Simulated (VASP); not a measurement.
# NaI (Fm-3m) in VASP: vibrations by perturbation theory with PBEsol

Aim: the vibrations by perturbation theory of NaI with PBEsol.

Program: VASP 6.6.1. These are calculated values, not measurements. Logs are shortened: lines on timing, memory, paths and dates and some standing lists are left out, and cuts for length are marked.

### 1 The cell of the first run

Symmetry: Fm-3m, No. 225, cubic system. Conventional cell: a = 6.403 Å, b = 6.403 Å, c = 6.403 Å, α = 90.00°, β = 90.00°, γ = 90.00°. Within 4.2 Å of Na (site symmetry m-3m) lie 6 I at 3.20 Å. I (site symmetry m-3m) has 6 Na at 3.20 Å within 4.2 Å.

### 2 Vibrations by perturbation theory, PBEsol

File INCAR:

```
SYSTEM = NaI
PREC = Accurate
ENCUT = 520
EDIFF = 1E-8
ISMEAR = 0
SIGMA = 0.01
LREAL = .FALSE.
LASPH = .TRUE.
NELM = 80
ALGO = Normal
ISIF = 2
LWAVE = .FALSE.
LCHARG = .TRUE.
GGA = PS
NBANDS = 14
IBRION = 8
NSW = 1
LEPSILON = .TRUE.
```

File KPOINTS:

```
regular mesh
0
G
  6 6 6
  0 0 0
```

File POSCAR:

```
NaI
1.0
    0.0000000000      3.2013786411      3.2013786411
    3.2013786411      0.0000000000      3.2013786411
    3.2013786411      3.2013786411      0.0000000000
Na I
1 1
Direct
    0.0000000000      0.0000000000      0.0000000000
    0.5000000000      0.5000000000      0.5000000000
```

Potentials or basis: VASP PAW PBE potentials, release 64 (Na_pv, I).

The run is started by

```bash
> cat potpaw_PBE.64/Na_pv/POTCAR potpaw_PBE.64/I/POTCAR > POTCAR
> mpirun -np 1 vasp_std > vasp.out
```

OUTCAR:

```text
SYSTEM = NaI
   PREC = Accurate
   ENCUT = 520
   EDIFF = 1E-8
   ISMEAR = 0
   LREAL = .FALSE.
   LASPH = .TRUE.
   NELM = 80
   ISIF = 2
   GGA = PS
   IBRION = 8
   NSW = 1
   LEPSILON = .TRUE.

 ion  position               nearest neighbor table
   1  0.000  0.000  0.000-
   2  0.500  0.500  0.500-

  LATTYP: Found a face centered cubic cell.
 ALAT       =     6.4027572822

  Lattice vectors:

 A1 = (   0.0000000000,   3.2013786411,   3.2013786411)
 A2 = (   3.2013786411,   0.0000000000,   3.2013786411)
 A3 = (   3.2013786411,   3.2013786411,   0.0000000000)

Analysis of symmetry for initial positions (statically):
=====================================================================
 Subroutine PRICEL returns:
 Original cell was already a primitive cell.

 Routine SETGRP: Setting up the symmetry group for a
 face centered cubic supercell.

 Subroutine GETGRP returns: Found 48 space group operations
 (whereof 48 operations were pure point group operations)
 out of a pool of 48 trial point group operations.

The static configuration has the point symmetry O_h .

Analysis of symmetry for dynamics (positions and initial velocities):
=====================================================================
 Subroutine PRICEL returns:
 Original cell was already a primitive cell.

 Routine SETGRP: Setting up the symmetry group for a
 face centered cubic supercell.

 Subroutine GETGRP returns: Found 48 space group operations
 (whereof 48 operations were pure point group operations)
 out of a pool of 48 trial point group operations.

The dynamic configuration has the point symmetry O_h .

 Subroutine INISYM returns: Found 48 space group operations
 (whereof 48 operations are pure point group operations),
 and found     1 'primitive' translations

----------------------------------------------------------------------------------------

                                     Primitive cell

  volume of cell :      65.6207

  direct lattice vectors                    reciprocal lattice vectors
     0.000000000  3.201378641  3.201378641    -0.156182713  0.156182713  0.156182713
     3.201378641  0.000000000  3.201378641     0.156182713 -0.156182713  0.156182713
     3.201378641  3.201378641  0.000000000     0.156182713  0.156182713 -0.156182713

  length of vectors
     4.527433093  4.527433093  4.527433093     0.270516393  0.270516393  0.270516393

  position of ions in fractional coordinates (direct lattice)
     0.000000000  0.000000000  0.000000000
     0.500000000  0.500000000  0.500000000

  ion indices of the primitive-cell ions
   primitive index   ion index
                 1           1
                 2           2

----------------------------------------------------------------------------------------

 KPOINTS: regular mesh

Automatic generation of k-mesh.
 Grid dimensions read from file:
[... 410 lines left out ...]
           3.882290     0.000000    -0.000000
          -0.000000     3.882290    -0.000000
           0.000000     0.000000     3.882290
 ------------------------------------------------------

 Free energy of the ion-electron system (eV)
  ---------------------------------------------------
  ---------------------------------------------------
  free energy    TOTEN  =        -0.51410451 eV

  energy without entropy =       -0.51410451

------------------------ aborting loop because EDIFF is reached ----------------------------------------

--------------------------------------- Ionic step        2  -------------------------------------------

------------------------ aborting loop because EDIFF is reached ----------------------------------------

--------------------------------------- Ionic step        3  -------------------------------------------

------------------------ aborting loop because EDIFF is reached ----------------------------------------

 PIEZOELECTRIC TENSOR FIELD DIRECTION 3  (e Angst)
 -----------------------------------------------------------------------------
    -0.00015  0.00000  0.00000           (  0.00001  0.00000  0.00000)
     0.00000 -0.00015 -0.00000           (  0.00000  0.00001 -0.00000)
    -0.00000 -0.00000 -0.00124           (  0.00000 -0.00000  0.00001)

 PIEZOELECTRIC TENSOR FIELD DIRECTION 3  (C/m^2)
 -----------------------------------------------------------------------------
    -0.00004  0.00000  0.00000
     0.00000 -0.00004 -0.00000
    -0.00000 -0.00000 -0.00030

--------------------------------------- Ionic step        4  -------------------------------------------

------------------------ aborting loop because EDIFF is reached ----------------------------------------

[... ionic steps 5 to 6 ...]

--------------------------------------- Ionic step        7  -------------------------------------------

 Free energy of the ion-electron system (eV)
  ---------------------------------------------------
  ---------------------------------------------------
  free energy    TOTEN  =        -0.08361228 eV

  energy without entropy =       -0.08361228

------------------------ aborting loop because EDIFF is reached ----------------------------------------

 INTERNAL STRAIN TENSOR  FOR ION    2  DIRECTION 1   (eV/Angst):
 -----------------------------------------------------------------------------
    -0.00236  0.00000  0.00000
     0.00000  0.00747  0.00000
    -0.00000  0.00000  0.00747

 MACROSCOPIC STATIC DIELECTRIC TENSOR (including local field effects in DFT)
 ------------------------------------------------------
           3.490947    -0.000000     0.000000
           0.000000     3.490947     0.000000
          -0.000000    -0.000000     3.490947
 ------------------------------------------------------

 PIEZOELECTRIC TENSOR (including local field effects)  for field in x, y, z        (e  Angst)
          XX          YY          ZZ          XY          YZ          ZX
  --------------------------------------------------------------------------------
  x     0.00000     0.00000     0.00000     0.00000     0.00000     0.00000
  y     0.00000     0.00000     0.00000     0.00000     0.00000     0.00000
  z     0.00000     0.00000     0.00000     0.00000     0.00000     0.00000

 PIEZOELECTRIC TENSOR (including local field effects)  for field in x, y, z        (C/m^2)
          XX          YY          ZZ          XY          YZ          ZX
  --------------------------------------------------------------------------------
  x     0.00000     0.00000     0.00000     0.00000     0.00000     0.00000
  y     0.00000     0.00000     0.00000     0.00000     0.00000     0.00000
  z     0.00000     0.00000     0.00000     0.00000     0.00000     0.00000

 BORN EFFECTIVE CHARGES (including local field effects) (in |e|, cummulative output)
 ---------------------------------------------------------------------------------
 ion    1
    1     1.18588    -0.00000     0.00000
    2     0.00000     1.18588     0.00000
    3     0.00000     0.00000     1.18588
 ion    2
    1    -1.18588     0.00000     0.00000
    2    -0.00000    -1.18588     0.00000
    3     0.00000     0.00000    -1.18588

 INTERNAL STRAIN TENSOR FOR ION    2 for displacements in x,y,z  (eV/Angst):
          X           Y           Z          XY          YZ          ZX
  --------------------------------------------------------------------------------
  x     0.00000     0.00000     0.00000     0.00000     0.00000     0.00000
  y     0.00000     0.00000     0.00000     0.00000     0.00000     0.00000
  z     0.00000     0.00000     0.00000     0.00000     0.00000     0.00000

 SECOND DERIVATIVES (NOT SYMMETRIZED)
 ------------------------------------
               1X          1Y          1Z          2X          2Y          2Z
  1X    -1.008208    0.000000    0.000000    1.008208    0.000000    0.000000
  1Y     0.000000   -1.008208    0.000000    0.000000    1.008208    0.000000
  1Z     0.000000    0.000000   -1.008208    0.000000    0.000000    1.008208
  2X     1.012130    0.000000    0.000000   -1.012130    0.000000    0.000000
  2Y     0.000000    1.012130    0.000000    0.000000   -1.012130    0.000000
  2Z     0.000000    0.000000    1.012130    0.000000    0.000000   -1.012130

 Eigenvectors and eigenvalues of the dynamical matrix
 ----------------------------------------------------

   1 f  =    3.559101 THz    22.362494 2PiTHz  118.718845 cm-1    14.719254 meV
             X         Y         Z           dx          dy          dz
      0.000000  0.000000  0.000000     0.000000    0.919848    0.000000
      3.201379  3.201379  3.201379     0.000000   -0.392276    0.000000
[... 21 lines left out ...]
   6 f/i=    0.002493 THz     0.015665 2PiTHz    0.083165 cm-1     0.010311 meV
             X         Y         Z           dx          dy          dz
      0.000000  0.000000  0.000000     0.000000   -0.392276    0.000000
      3.201379  3.201379  3.201379     0.000000   -0.919848    0.000000

--------------------------------------------------------------------------------------------------------

 MACROSCOPIC STATIC DIELECTRIC TENSOR IONIC CONTRIBUTION
 ------------------------------------------------------
           3.838937     0.000000     0.000000
           0.000000     3.838937     0.000000
           0.000000     0.000000     3.838937
 ------------------------------------------------------

 ELASTIC MODULI CONTR FROM IONIC RELAXATION (kBar)
 Direction    XX          YY          ZZ          XY          YZ          ZX
 --------------------------------------------------------------------------------
 XX           0.0000      0.0000      0.0000      0.0000      0.0000      0.0000
 YY           0.0000      0.0000      0.0000      0.0000      0.0000      0.0000
 ZZ           0.0000      0.0000      0.0000      0.0000      0.0000      0.0000
 XY           0.0000      0.0000      0.0000      0.0000      0.0000      0.0000
 YZ           0.0000      0.0000      0.0000      0.0000      0.0000      0.0000
 ZX           0.0000      0.0000      0.0000      0.0000      0.0000      0.0000
 --------------------------------------------------------------------------------

 PIEZOELECTRIC TENSOR IONIC CONTR  for field in x, y, z        (C/m^2)
          XX          YY          ZZ          XY          YZ          ZX
  --------------------------------------------------------------------------------
  x     0.00000     0.00000     0.00000     0.00000     0.00000     0.00000
  y     0.00000     0.00000     0.00000     0.00000     0.00000     0.00000
  z     0.00000     0.00000     0.00000     0.00000     0.00000     0.00000
```

Wall time 8.6 min (1 thread of Intel Xeon 8259CL, shared host); peak memory 0.29 GiB.

Results:

* Electronic dielectric tensor (diagonal): 3.49
* Born charges (mean of the diagonal): Na +1.19; I -1.19 e
* Highest phonon frequency at Γ, LO-TO splitting left out: 119 cm⁻¹

Phonon frequencies in cm⁻¹ (negative: imaginary):
```tsv
q point	frequencies
(0.000, 0.000, 0.000)	0 0 0 119 119 119
```

Electronic dielectric tensor:
```
3.49 0.00 0.00
0.00 3.49 0.00
0.00 0.00 3.49
```

Born effective charge tensors (e):
atom 1, Na
```
1.19 0.00 0.00
0.00 1.19 0.00
0.00 0.00 1.19
```
atom 2, I
```
-1.19  0.00  0.00
 0.00 -1.19  0.00
 0.00  0.00 -1.19
```

Caveat: spin-orbit coupling is left out, which moves the levels of the heavy elements.
